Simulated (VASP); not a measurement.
# CdI2 (P-3m1) in VASP: single point with PBE0

Aim: the single point of CdI2 with PBE0.

Everything below comes from runs of VASP 6.6.1. Logs are shortened: lines on timing, memory, paths and dates and some standing lists are left out, and cuts for length are marked.

### Step 1. The cell of the first run

The structure is trigonal, space group P-3m1 (No. 164). Conventional cell: a = 4.248 Å, b = 4.248 Å, c = 6.884 Å, α = 90.00°, β = 90.00°, γ = 120.00°. Within 3.9 Å of Cd (site symmetry -3m) lie 6 I at 2.99 Å. I (site symmetry 3m) has 3 Cd at 2.99 Å within 3.9 Å.

### Step 2. Single point, PBE0

Contents of POSCAR:

```
CdI2
1.0
    4.2483568959      0.0000000000      0.0000000000
   -2.1241784480      3.6791849962      0.0000000000
    0.0000000000      0.0000000000      6.8844151795
Cd I
1 2
Direct
    0.0000000000      0.0000000000      0.0000000000
    0.3333333333      0.6666666667      0.2495592321
    0.6666666667      0.3333333333      0.7504407679
```

Contents of INCAR.step1:

```
SYSTEM = CdI2
PREC = Accurate ; ENCUT = 400
EDIFF = 1E-5 ; ISMEAR = 0
SIGMA = 0.01 ; LREAL = .False.
LASPH = .True. ; NELM = 120
ALGO = Normal ; ISIF = 2
LWAVE = .True. ; NBANDS = 20
GGA = PE ; GGA_COMPAT = .False.
KPAR = 4
```

Contents of INCAR.step2:

```
SYSTEM = CdI2
PREC = Accurate ; ENCUT = 400
EDIFF = 1E-6 ; ISMEAR = 0
SIGMA = 0.01 ; LREAL = .False.
LASPH = .True. ; NELM = 120
ALGO = Normal ; ISIF = 2
LWAVE = .False. ; LCHARG = .True.
GGA = PE ; LHFCALC = .True.
AEXX = 0.25 ; PRECFOCK = Normal
LVHAR = .True. ; NBANDS = 20
ISTART = 1 ; GGA_COMPAT = .False.
KPAR = 4
```

Contents of KPOINTS:

```
Automatic mesh
0
Gamma
  6 6 4
  0 0 0
```

Potentials or basis: VASP PAW PBE potentials, release 64 (Cd, I).

Run with:

```
> cat potpaw_PBE.64/Cd/POTCAR potpaw_PBE.64/I/POTCAR > POTCAR
> cp INCAR.step1 INCAR
> mpirun -np 4 vasp_std > vasp.out
> cp INCAR.step2 INCAR
> mpirun -np 4 vasp_std > vasp.out
```

OUTCAR:

```text
SYSTEM = CdI2
   PREC = Accurate
   ENCUT = 400
   EDIFF = 1E-6
   ISMEAR = 0
   LREAL = .False.
   LASPH = .True.
   NELM = 120
   ISIF = 2
   GGA = PE
   LHFCALC = .True.
   AEXX = 0.25
   PRECFOCK = Normal
   ISTART = 1

 ion  position               nearest neighbor table
   1  0.000  0.000  0.000-   2 2.99   3 2.99   3 2.99   2 2.99   3 2.99   2 2.99
   2  0.333  0.667  0.250-   1 2.99   1 2.99   1 2.99
   3  0.667  0.333  0.750-   1 2.99   1 2.99   1 2.99

  LATTYP: Found a hexagonal cell.
 ALAT       =     4.2483568959
 C/A-ratio  =     1.6204888968

  Lattice vectors:

 A1 = (   4.2483568959,   0.0000000000,   0.0000000000)
 A2 = (  -2.1241784480,   3.6791849962,   0.0000000000)
 A3 = (   0.0000000000,   0.0000000000,   6.8844151795)

Analysis of symmetry for initial positions (statically):
=====================================================================
 Subroutine PRICEL returns:
 Original cell was already a primitive cell.

 Routine SETGRP: Setting up the symmetry group for a
 hexagonal supercell.

 Subroutine GETGRP returns: Found 12 space group operations
 (whereof 12 operations were pure point group operations)
 out of a pool of 24 trial point group operations.

The static configuration has the point symmetry D_3d.

Analysis of symmetry for dynamics (positions and initial velocities):
=====================================================================
 Subroutine PRICEL returns:
 Original cell was already a primitive cell.

 Routine SETGRP: Setting up the symmetry group for a
 hexagonal supercell.

 Subroutine GETGRP returns: Found 12 space group operations
 (whereof 12 operations were pure point group operations)
 out of a pool of 24 trial point group operations.

The dynamic configuration has the point symmetry D_3d.

 Subroutine INISYM returns: Found 12 space group operations
 (whereof 12 operations are pure point group operations),
 and found     1 'primitive' translations

----------------------------------------------------------------------------------------

                                     Primitive cell

  volume of cell :     107.6068

  direct lattice vectors                    reciprocal lattice vectors
     4.248356896  0.000000000  0.000000000     0.235385121  0.135899663  0.000000000
[... 91 lines left out ...]
   IBRION =     -1    ionic relax: 0-MD 1-quasi-New 2-CG
   NFREE  =      0    steps in history (QN), initial steepest desc. (CG)
   ISIF   =      2    stress and relaxation
   ISYM   =      3    0-nonsym 1-usesym 2-fastsym
   POTIM  = 0.5000    time-step for ionic-motion
   TEBEG  =    0.0;   TEEND  =   0.0 temperature during run
   PSTRESS=    0.0 pullay stress
   NELECT =      26.0000    total number of electrons
   NUPDOWN=      -1.0000    fix difference up-down
   EMIN   =  10.00;   EMAX   =-10.00  energy-range for DOS
   EFERMI =   0.00;   METHOD = LEGACY
   ISMEAR =     0;   SIGMA  =   0.01  broadening in eV -4-tet -1-fermi 0-gaus
   EFERMI_NEDOS =   21; number of points for ismear=-14 and -15
   IALGO  =     38    algorithm
   IMIX   =      1    mixing-type and parameters
     AMIX     =   0.40;   BMIX     =  1.00
     AMIX_MAG =   1.60;   BMIX_MAG =  1.00
  volume/ion in A,a.u.               =      35.87       242.06
  Fermi-wavevector in a.u.,A,eV,Ry     =   1.019654  1.926866 14.145893  1.039694
  Thomas-Fermi vector in A             =   2.153180
   LORBIT       =      0    0 simple, 1 ext, 2 COOP (PROOUT), +10 PAW based schemes
   GGA     = PE    functional components
   LHFCALC =     T    Hartree Fock is set to
   PRECFOCK=normal    Normal, Fast or Accurate (Low or Medium for compatibility)
   ENCUT4O =  -1.0   cutoff for four orbital integrals eV
   NKREDX  =     1    reduce k-point grid by
   NKREDY  =     1    reduce k-point grid by
   NKREDZ  =     1    reduce k-point grid by
   AEXX    =    0.2500 exact exchange contribution
   HFSCREEN=    0.0000 screening length (either q_TF or 0.3 A-1)
   HFSCREENC=   0.0000 screening length for correlation (either q_TF or 0.3 A-1)
   ENCUTFOCK=  -1.0 apply spherical cutoff to Coloumb kernel
   IVDW    =     0    specifies the selected vdW correction
   LEPSILON=     F    determine dielectric tensor
   LRPA    =     F    only Hartree local field effects (RPA)
 non-spin polarized calculation
 Gauss-broadening in eV      SIGMA  =   0.01
  energy-cutoff  :      400.00
  volume of cell :      107.61
 maximum number of plane-waves:      1971
  NGX = 24; NGY = 24; NGZ = 36

 number of electron      26.0000012 magnetization

 Free energy of the ion-electron system (eV)
  ---------------------------------------------------
  ext. energy  EPLUGINS =         0.00000000
  ---------------------------------------------------
  free energy    TOTEN  =        -7.75669993 eV

  energy without entropy =       -7.75669993  energy(sigma->0) =       -7.75669993

 E-fermi :   0.9968     XC(G=0):  -6.7611

 val. band max:        0.9432022994   @ k =   0.1667   0.0000   0.2500
 cond. band min:       4.9766938197   @ k =   0.5000   0.0000   0.5000
 fundamental gap:      4.0334915202
 Fermi energy:         0.9968413563

 k-point     1 :       0.0000    0.0000    0.0000
  band No.  band energies     occupation
      1     -12.2514      2.00000
      2     -11.4635      2.00000
      3      -7.9651      2.00000
      4      -7.9651      2.00000
      5      -7.8206      2.00000
      6      -7.7485      2.00000
[... 541 lines left out ...]
     19      11.7539      0.00000
     20      11.7540      0.00000

------------------------ aborting loop because EDIFF is reached ----------------------------------------

  FORCE on cell =-STRESS in cart. coord.  units (eV):
  Direction    XX          YY          ZZ          XY          YZ          ZX
  --------------------------------------------------------------------------------------
  -------------------------------------------------------------------------------------
  Total        0.3752661      0.3752661      0.3291012     -0.0000000      0.0000000      0.0000000
  in kB        5.5874055      5.5874055      4.9000480     -0.0000000      0.0000000      0.0000000
  external PRESSURE =       5.3582863 kB  Pullay stress =       0.0000000 kB

 VOLUME and BASIS-vectors are now :
 -----------------------------------------------------------------------------
  energy-cutoff  :      400.00
  volume of cell :      107.61
      direct lattice vectors                 reciprocal lattice vectors
     4.248356896  0.000000000  0.000000000     0.235385121  0.135899663  0.000000000
    -2.124178448  3.679184996  0.000000000     0.000000000  0.271799325  0.000000000
     0.000000000  0.000000000  6.884415180     0.000000000  0.000000000  0.145255621

 POSITION                                       TOTAL-FORCE (eV/Angst)
 -----------------------------------------------------------------------------------
      0.00000      0.00000      0.00000        -0.000000      0.000000     -0.000000
     -0.00000      2.45279      1.71807        -0.000000      0.000000     -0.068304
      2.12418      1.22639      5.16635         0.000000      0.000000      0.068304
 -----------------------------------------------------------------------------------
    total drift:                               -0.000000     -0.000000     -0.000000

  FREE ENERGIE OF THE ION-ELECTRON SYSTEM (eV)
  ---------------------------------------------------
  free  energy   TOTEN  =        -7.7566999316 eV

  energy  without entropy=       -7.7566999316  energy(sigma->0) =       -7.75669993
```

It took 32 min on 4 MPI ranks of Intel Xeon Platinum 8488C (Sapphire Rapids), shared host; peak memory 0.23 GiB.

What came out:

```yaml
Free_energy: -7.7567 eV
Pressure: 0.5 GPa
Largest_force: 0.068 eV/Å
Band_gap_on_the_k_mesh: 4.03 eV (least direct gap 4.28 eV)
```

Forces in eV/Å, atoms in the order of the input:
```
Cd   0.000  0.000  0.000
I    0.000  0.000 -0.068
I    0.000  0.000  0.068
```

Levels at points of the mesh, in eV from the valence-band top:
| k point | band 11 | band 12 | band 13 | band 14 | band 15 | band 16 |
| --- | --- | --- | --- | --- | --- | --- |
| (0.00, 0.00, 0.00) | -0.16 | -0.16 | -0.14 | 4.14 | 6.10 | 8.15 |
| (0.50, 0.00, 0.00) | -1.63 | -0.75 | -0.14 | 4.32 | 6.67 | 7.55 |
| (0.00, 0.00, 0.50) | -0.44 | -0.01 | -0.01 | 5.34 | 6.15 | 7.92 |
| (0.50, 0.00, 0.50) | -1.30 | -0.55 | -0.48 | 4.03 | 6.56 | 7.54 |

Caveat: the PAW data sets were made with another functional, which shifts forces and pressure a little; spin-orbit coupling is left out, which moves the levels of the heavy elements; this functional lacks dispersion, which binds layers or chains, so the pressure and a relaxed spacing across them are unreliable. A k mesh can miss the band edges.
